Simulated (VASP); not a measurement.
Runs of VASP 6.6.1 on La4H. The structure is that of space group Im-3m (No. 229), or close to it. The cells are those of the table. 

| task | cell | k mesh | cutoff (eV) | gap on the mesh (eV) | pressure (GPa) | relaxed volume (Å³/atom) |
| --- | --- | --- | --- | --- | --- | --- |
| single point | a = 5.426 Å, angles 109.5°, 5 atoms | 4 × 4 × 4 | 520 | none | 5.2 | - |
| relaxation of cell and atoms | relaxed from a = 5.426 Å, angles 109.5°, 5 atoms | 4 × 4 × 4 | 600 | none | -0.1 | 28.20 |
| single point | a = 5.704 Å, angles 109.5°, 5 atoms | 8 × 8 × 8 | 520 | none | 0.0 | - |
| relaxation of cell and atoms | relaxed from a = 5.687 Å, angles 109.5°, 5 atoms | 8 × 8 × 8 | 600 | none | 0.0 | 28.56 |
| single point | a = 5.687 Å, angles 109.5°, 5 atoms | 4 × 4 × 4 | 520 | none | (a) | - |

Alike in all rows: level PBE; potentials or basis VASP PAW PBE potentials, release 64 (La, H); no spin polarisation; smearing gaussian 0.1 eV.

Question: Fill in the values left out.

Answer: (a) -0.2.

Caveats: spin-orbit coupling is left out, which moves the levels of the heavy elements.

A k mesh can miss the band edges, and the runs leave out spin-orbit coupling on La.

A gap of «none» marks levels without a gap at the run's occupations.
